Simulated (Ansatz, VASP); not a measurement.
One calculation of Ge, two programs

The input POSCAR:

```
Ge
1.0
    0.0000000000      2.6791433449      2.9457134645
    2.6791433449      0.0000000000      2.9457134645
    2.6791433449      2.6791433449      0.0000000000
Ge
2
Direct
    0.0000000000      0.0000000000      0.0000000000
    0.2500000000      0.2500000000      0.2500000000
```

Contents of INCAR.step1:

```
ALGO     = Normal         # electronic algorithm
EDIFF    = 1E-4           # SCF threshold, eV
ENCUT    = 520            # plane-wave cutoff, eV
GGA      = PE             # functional
ISMEAR   = -1             # smearing method
LASPH    = True           # aspherical terms in the spheres
LCHARG   = False          # write CHGCAR
LREAL    = False          # projectors in reciprocal space
LWAVE    = True           # write WAVECAR
NBANDS   = 21             # bands
NELM     = 60             # most SCF steps
PREC     = Accurate       # precision mode
SIGMA    = 0.02           # smearing width, eV
```

Contents of INCAR.step2:

```
ALGO     = Normal         # electronic algorithm
EDIFF    = 1E-6           # SCF threshold, eV
ENCUT    = 520            # plane-wave cutoff, eV
ISIF     = 2              # what is computed and relaxed
ISMEAR   = -1             # smearing method
ISTART   = 1            
LASPH    = True           # aspherical terms in the spheres
LCHARG   = False          # write CHGCAR
LMIXTAU  = True         
LREAL    = False          # projectors in reciprocal space
LWAVE    = False          # write WAVECAR
METAGGA  = R2SCAN         # meta-GGA
NBANDS   = 21             # bands
NELM     = 60             # most SCF steps
PREC     = Accurate       # precision mode
SIGMA    = 0.02           # smearing width, eV
```

File KPOINTS:

```
k-points
0
Gamma
  8 8 8
```

Input for Ansatz:

```yaml
crystal:
  lattice:
    - [0.0, 2.6791433449, 2.9457134645]
    - [2.6791433449, 0.0, 2.9457134645]
    - [2.6791433449, 2.6791433449, 0.0]
  atoms:
    - { symbol: Ge, position: [0.0, 0.0, 0.0] }
    - { symbol: Ge, position: [0.25, 0.25, 0.25] }
kpoints:
  mp_grid: { grid: [8, 8, 8] }
  band_path:
    path:
      - [0.0, 0.0, 0.0]
      - [0.5, 0.0, 0.5]
      - [0.625, 0.25, 0.625]
      - [0.375, 0.375, 0.75]
      - [0.5, 0.5, 0.5]
      - [0.5, 0.25, 0.75]
    npoints: 1
hamiltonian:
  xc: r2scan
scf:
  occupations: { method: fermi_dirac, width: 0.02 }
  n_extra_bands: 4
output:
  forces: true
  stress: true
  eigenvalues: true
```

Change from the starting cell: epitaxial_xy strain -5.6%.

Alike in both runs: task single point; functional r2SCAN; k mesh 8 × 8 × 8; occupations fermi-dirac, width 0.02 eV; no spin polarisation.

|  | VASP | Ansatz |
| --- | --- | --- |
| version | VASP 6.6.1 | Ansatz 0.2.0 |
| potentials or method | VASP PAW PBE potentials, release 64 (Ge_d) | plane waves, PAW |
| plane-wave cutoff (eV) | 520 | 500 |
| valence electrons in the cell | 28 | 28 |

Ansatz gave:

* pressure (GPa): 6.5
* traceless stress, the component that is largest in VASP (GPa): -6.46

Question: Estimate VASP's values.

Answer: Pressure (GPa): 6.6; traceless stress, the component that is largest in VASP (GPa): -6.41.

VASP's potentials were made for PBE, not for r2SCAN. With one functional, cell and mesh, what is left measures potentials, basis and numerics.
